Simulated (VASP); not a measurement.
# Al (Fm-3m) in VASP: elastic constants with PBEsol

Aim: the elastic constants of Al with PBEsol.

Everything below comes from runs of VASP 6.6.1. Logs are shortened: lines on timing, memory, paths and dates and some standing lists are left out, and cuts for length are marked.

## 1. The cell of the first run

It takes space group Fm-3m (No. 225, cubic). The conventional cell has a = 4.014 Å, b = 4.014 Å, c = 4.014 Å, α = 90.00°, β = 90.00°, γ = 90.00°. Al (site symmetry m-3m) has 12 Al at 2.84 Å within 3.7 Å.

## 2. Elastic constants, PBEsol

INCAR reads:

```
SYSTEM = Al
PREC = Accurate
ENCUT = 600
EDIFF = 1E-8
ISMEAR = -1
SIGMA = 0.05
LREAL = .FALSE.
LASPH = .TRUE.
NELM = 80
ALGO = Normal
ISIF = 3
LWAVE = .FALSE.
LCHARG = .FALSE.
GGA = PS
IBRION = 6
NFREE = 2
POTIM = 0.015
NSW = 1
```

KPOINTS reads:

```
regular mesh
0
G
  24 24 24
  0 0 0
```

POSCAR reads:

```
Al
1.0
    0.0000000000      2.0072119613      2.0072119613
    2.0072119613      0.0000000000      2.0072119613
    2.0072119613      2.0072119613      0.0000000000
Al
1
Direct
    0.0000000000      0.0000000000      0.0000000000
```

Potentials or basis: VASP PAW PBE potentials, release 64 (Al).

Started as:

```bash
cat potpaw_PBE.64/Al/POTCAR > POTCAR
mpirun -np 1 vasp_std > vasp.out
```

OUTCAR:

```text
SYSTEM = Al
   PREC = Accurate
   ENCUT = 600
   EDIFF = 1E-8
   ISMEAR = -1
   LREAL = .FALSE.
   LASPH = .TRUE.
   NELM = 80
   ISIF = 3
   GGA = PS
   IBRION = 6
   NFREE = 2
   POTIM = 0.015
   NSW = 1

 ion  position               nearest neighbor table
   1  0.000  0.000  0.000-

  LATTYP: Found a face centered cubic cell.
 ALAT       =     4.0144239226

  Lattice vectors:

 A1 = (   0.0000000000,   2.0072119613,   2.0072119613)
 A2 = (   2.0072119613,   0.0000000000,   2.0072119613)
 A3 = (   2.0072119613,   2.0072119613,   0.0000000000)

Analysis of symmetry for initial positions (statically):
=====================================================================
 Subroutine PRICEL returns:
 Original cell was already a primitive cell.

 Routine SETGRP: Setting up the symmetry group for a
 face centered cubic supercell.

 Subroutine GETGRP returns: Found 48 space group operations
 (whereof 48 operations were pure point group operations)
 out of a pool of 48 trial point group operations.

The static configuration has the point symmetry O_h .

Analysis of symmetry for dynamics (positions and initial velocities):
=====================================================================
 Subroutine PRICEL returns:
 Original cell was already a primitive cell.

 Routine SETGRP: Setting up the symmetry group for a
 face centered cubic supercell.

 Subroutine GETGRP returns: Found 48 space group operations
 (whereof 48 operations were pure point group operations)
 out of a pool of 48 trial point group operations.

The dynamic configuration has the point symmetry O_h .

 Subroutine INISYM returns: Found 48 space group operations
 (whereof 48 operations are pure point group operations),
 and found     1 'primitive' translations

----------------------------------------------------------------------------------------

                                     Primitive cell

  volume of cell :      16.1737

  direct lattice vectors                    reciprocal lattice vectors
     0.000000000  2.007211961  2.007211961    -0.249101744  0.249101744  0.249101744
     2.007211961  0.000000000  2.007211961     0.249101744 -0.249101744  0.249101744
     2.007211961  2.007211961  0.000000000     0.249101744  0.249101744 -0.249101744

  length of vectors
     2.838626378  2.838626378  2.838626378     0.431456877  0.431456877  0.431456877

  position of ions in fractional coordinates (direct lattice)
     0.000000000  0.000000000  0.000000000

  ion indices of the primitive-cell ions
   primitive index   ion index
                 1           1

----------------------------------------------------------------------------------------

 KPOINTS: regular mesh

Automatic generation of k-mesh.
 Grid dimensions read from file:
 generate k-points for:   24   24   24

 Generating k-lattice:

  Cartesian coordinates                     Fractional coordinates (reciprocal lattice)
    -0.010379239  0.010379239  0.010379239     0.041666667  0.000000000  0.000000000
     0.010379239 -0.010379239  0.010379239     0.000000000  0.041666667  0.000000000
     0.010379239  0.010379239 -0.010379239     0.000000000  0.000000000  0.041666667

[... 83 lines left out ...]
   AEXX    =    0.0000 exact exchange contribution
   IVDW    =     0    specifies the selected vdW correction
   LEPSILON=     F    determine dielectric tensor
   LRPA    =     F    only Hartree local field effects (RPA)
 finite differences with symmetry
 non-spin polarized calculation
  energy-cutoff  :      600.00
  volume of cell :       16.17
 maximum number of plane-waves:       560
   NGX = 11   NGY = 11   NGZ = 11

--------------------------------------- Ionic step        1  -------------------------------------------

 number of electron       3.0000000 magnetization

 Free energy of the ion-electron system (eV)
  ---------------------------------------------------
  ext. energy  EPLUGINS =         0.00000000
  ---------------------------------------------------
  free energy    TOTEN  =        -4.09258230 eV

  energy without entropy =       -4.08881049  energy(sigma->0) =       -4.09069639

------------------------ aborting loop because EDIFF is reached ----------------------------------------

  FORCE on cell =-STRESS in cart. coord.  units (eV):
  Direction    XX          YY          ZZ          XY          YZ          ZX
  --------------------------------------------------------------------------------------
  -------------------------------------------------------------------------------------
  Total        0.0029269      0.0029269      0.0029269      0.0000000      0.0000000     -0.0000000
  in kB        0.2899429      0.2899429      0.2899429      0.0000000      0.0000000     -0.0000000
  external PRESSURE =       0.2899429 kB  Pullay stress =       0.0000000 kB
[... 86 lines left out ...]
  FREE ENERGIE OF THE ION-ELECTRON SYSTEM (eV)
  ---------------------------------------------------
  free  energy   TOTEN  =        -4.0913407132 eV

  energy  without entropy=       -4.0877993257  energy(sigma->0) =       -4.08957002

[... ionic steps 4 to 12 ...]

--------------------------------------- Ionic step       13  -------------------------------------------

 number of electron       3.0000000 magnetization

------------------------ aborting loop because EDIFF is reached ----------------------------------------
[... 65 lines left out ...]
--------------------------------------- Ionic step       15  -------------------------------------------

 number of electron       3.0000000 magnetization

 Free energy of the ion-electron system (eV)
  ---------------------------------------------------
  ext. energy  EPLUGINS =         0.00000000
  ---------------------------------------------------
  free energy    TOTEN  =        -4.09258230 eV

  energy without entropy =       -4.08881050  energy(sigma->0) =       -4.09069640

 E-fermi :   8.1689     XC(G=0): -10.3300

 val. band max:        8.1632278062   @ k =  -0.3333   0.3750   0.0417
 cond. band min:       8.1790905113   @ k =  -0.4583   0.3333   0.0417
 fundamental gap:      0.0158627051
 Fermi energy:         8.1688992160

 k-point     1 :       0.0000    0.0000    0.0000
  band No.  band energies     occupation
      1      -3.1094      2.00000
      2      20.8645      0.00000
      3      20.8645      0.00000
      4      20.8645      0.00000
      5      22.5081      0.00000
[... 177 lines left out ...]
 k-point    24 :       0.4583    0.0417    0.0000
  band No.  band energies     occupation
      1       2.2677      2.00000
      2       5.2026      2.00000
      3      18.5204      0.00000
      4      19.0325      0.00000
      5      19.7579      0.00000

 [... further k-points ...]
[... 5 lines left out ...]
  --------------------------------------------------------------------------------------
  -------------------------------------------------------------------------------------
  Total        0.0029269      0.0029269      0.0029269     -0.0000000     -0.0000000     -0.0000000
  in kB        0.2899355      0.2899355      0.2899355     -0.0000000     -0.0000000     -0.0000000
  external PRESSURE =       0.2899355 kB  Pullay stress =       0.0000000 kB
[... 16 lines left out ...]
  FREE ENERGIE OF THE ION-ELECTRON SYSTEM (eV)
  ---------------------------------------------------
  free  energy   TOTEN  =        -4.0925823001 eV

  energy  without entropy=       -4.0888104972  energy(sigma->0) =       -4.09069640

 INTERNAL STRAIN TENSORS FROM STRAINED CELLS
 ============================================

 INTERNAL STRAIN TENSOR FOR ION    1 for displacements in x,y,z  (eV/Angst):
          X           Y           Z          XY          YZ          ZX
  --------------------------------------------------------------------------------
  x    -0.00000    -0.00000    -0.00000    -0.00000    -0.00000     0.00000
  y     0.00000     0.00000     0.00000    -0.00000     0.00000    -0.00000
  z     0.00000     0.00000     0.00000     0.00000    -0.00000     0.00000

 INTERNAL STRAIN TENSORS FROM DISPLACED ATOMS
 ============================================

 INTERNAL STRAIN TENSOR FOR ION    1 for displacements in x,y,z  (eV/Angst):
          X           Y           Z          XY          YZ          ZX
  --------------------------------------------------------------------------------
  x     0.00000     0.00000     0.00000     0.00000     0.00000     0.00000
  y     0.00000     0.00000     0.00000     0.00000     0.00000     0.00000
  z     0.00000     0.00000     0.00000     0.00000     0.00000     0.00000

 Eigenvectors and eigenvalues of the dynamical matrix
 ----------------------------------------------------

   1 f  =    0.000000 THz     0.000000 2PiTHz    0.000000 cm-1     0.000000 meV
             X         Y         Z           dx          dy          dz
      0.000000  0.000000  0.000000     0.993884   -0.110432    0.000000

   2 f  =    0.000000 THz     0.000000 2PiTHz    0.000000 cm-1     0.000000 meV
             X         Y         Z           dx          dy          dz
      0.000000  0.000000  0.000000    -0.110432   -0.993884    0.000000

   3 f  =    0.000000 THz     0.000000 2PiTHz    0.000000 cm-1     0.000000 meV
             X         Y         Z           dx          dy          dz
      0.000000  0.000000  0.000000     0.000000    0.000000    1.000000

--------------------------------------------------------------------------------------------------------

 ELASTIC MODULI CONTR FROM IONIC RELAXATION (kBar)
 Direction    XX          YY          ZZ          XY          YZ          ZX
 --------------------------------------------------------------------------------
 XX           0.0000      0.0000      0.0000      0.0000      0.0000      0.0000
 YY           0.0000      0.0000      0.0000      0.0000      0.0000      0.0000
 ZZ           0.0000      0.0000      0.0000      0.0000      0.0000      0.0000
 XY           0.0000      0.0000      0.0000      0.0000      0.0000      0.0000
 YZ           0.0000      0.0000      0.0000      0.0000      0.0000      0.0000
 ZX           0.0000      0.0000      0.0000      0.0000      0.0000      0.0000
 --------------------------------------------------------------------------------

 TOTAL ELASTIC MODULI (kBar)
 Direction    XX          YY          ZZ          XY          YZ          ZX
 --------------------------------------------------------------------------------
 XX        1036.6653    714.6123    714.6123     -0.0000     -0.0000      0.0000
 YY         714.6123   1036.6653    714.6123      0.0000      0.0000     -0.0000
 ZZ         714.6123    714.6123   1036.6653     -0.0000      0.0000      0.0000
 XY          -0.0000      0.0000     -0.0000    195.1556      0.0000      0.0000
 YZ          -0.0000      0.0000      0.0000      0.0000    195.1556      0.0000
 ZX           0.0000     -0.0000      0.0000      0.0000      0.0000    195.1556
 --------------------------------------------------------------------------------
```

It took 29 min on 1 thread of Oxide Virtual Turin-like, shared host; peak memory 0.67 GiB.

Results:

* Elastic constants C11, C12, C44: 104, 71, 20 GPa
* Voigt bulk modulus: 82 GPa

Elastic tensor in Voigt notation (GPa, in the Cartesian axes of the cell as first typed):
```
104  71  71   0   0   0
 71 104  71   0   0   0
 71  71 104   0   0   0
  0   0   0  20   0   0
  0   0   0   0  20   0
  0   0   0   0   0  20
```

Clamped-ion elastic tensor (GPa):
```
104  71  71   0   0   0
 71 104  71   0   0   0
 71  71 104   0   0   0
  0   0   0  20   0   0
  0   0   0   0  20   0
  0   0   0   0   0  20
```

Caveat: the PAW data sets were made with another functional, which shifts forces and pressure a little.
